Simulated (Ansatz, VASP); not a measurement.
Two plane-wave programs on Al2Cu

```
Al Cu
1.0
     0.00000    2.86244    2.86244
     2.86244    0.00000    2.86244
     2.86244    2.86244    0.00000
Al Cu
2 1
Direct
  0.25000 0.25000 0.25000
  0.75000 0.75000 0.75000
  0.00000 0.00000 0.00000
```

Alike in both runs: functional PBEsol; k mesh 6 × 6 × 6; occupations gaussian, width 0.1 eV; no spin polarisation.

Ansatz relaxed the structure, and its values are those at the end. VASP's run is a single point on that final structure, the one shown.

|  | VASP | Ansatz |
| --- | --- | --- |
| version | VASP 6.6.1 | Ansatz 0.2.0 |
| potentials or method | VASP PAW PBE potentials, release 64 (Al, Cu), cutoff 520 eV | scalar-relativistic, plane waves, PAW |
| valence electrons in the cell | 17 | 25 |

|  | VASP | Ansatz | Ansatz less VASP |
| --- | --- | --- | --- |
| gap on the k mesh at the Fermi level (eV) | none | none | - |
| pressure (GPa) | 0.1 | 0.0 | -0.16 |

VASP's potentials were made for PBE, not for PBEsol. A gap of «none» marks a metal or a gap that the smearing closes. With one functional, cell and mesh, what is left measures potentials, basis and numerics. VASP's potentials hold 17 valence electrons a cell and Ansatz's 25, so a difference there can come from the potentials and not from the codes.
